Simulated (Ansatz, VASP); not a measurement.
**In in VASP and in Ansatz**

```
In
1.0
    -1.64241    1.64241    2.47395
     1.64241   -1.64241    2.47395
     1.64241    1.64241   -2.47395
In
1
Direct
  0.00000 0.00000 0.00000
```

Change from the starting cell: equal xx and yy strain of +1 %.

Alike in both runs: task single point; functional LDA; k mesh 14 × 14 × 14; occupations fermi-dirac, width 0.05 eV; no spin polarisation.

```csv
,VASP,Ansatz
version,VASP 6.6.1,Ansatz 0.2.0
potentials or method,"VASP PAW LDA potentials, release 64 (In_d), cutoff 520 eV","all-electron LAPW, scalar-relativistic"
```

VASP gave:

- pressure (GPa): -3.4
- traceless stress, the component that is largest in VASP (GPa): 0.34

**Question.** Estimate Ansatz's values.

**Answer.** Pressure (GPa): -3.3; traceless stress, the component that is largest in VASP (GPa): 0.35.

LDA's correlation is that of Perdew and Zunger in VASP and of Perdew and Wang (1992) in Ansatz. Ansatz ran all-electron here, and VASP with PAW potentials.
